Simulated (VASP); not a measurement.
Runs of VASP 6.6.1 on CaSe. The structure is that of space group I4/mmm (No. 139), or close to it. The cells are those of the table. 

| cell | gap on the mesh (eV) | pressure (GPa) |
| --- | --- | --- |
| a = 3.977, b = 4.180 Å, angles 58.3, 63.4, 58.3°, 2 atoms | 1.53 | 10.3 |
| a = 4.367, b = 4.180 Å, angles 61.4, 57.2, 61.4°, 2 atoms | 2.21 | (c) |
| a = 4.027, b = 4.180 Å, angles 58.7, 62.5, 58.7°, 2 atoms | 1.70 | 7.2 |
| a = 4.394, b = 4.180 Å, angles 61.6, 56.8, 61.6°, 2 atoms | 2.23 | (b) |
| a = 4.340, b = 4.180 Å, angles 61.2, 57.6, 61.2°, 2 atoms | 2.18 | -1.5 |
| a = 4.077, b = 4.180 Å, angles 59.2, 61.7, 59.2°, 2 atoms | (a) | 4.8 |

Alike in all rows: task single point; level PBE; potentials or basis VASP PAW PBE potentials, release 64 (Ca_sv, Se); no spin polarisation; k mesh 8 × 8 × 8; cutoff (eV) 520; smearing gaussian 0.05 eV.

Question: Fill in the values left out.

Answer: (a) 1.83; (b) -2.0; (c) -1.8.

A k mesh can miss the band edges, and the runs leave out spin-orbit coupling on Se.
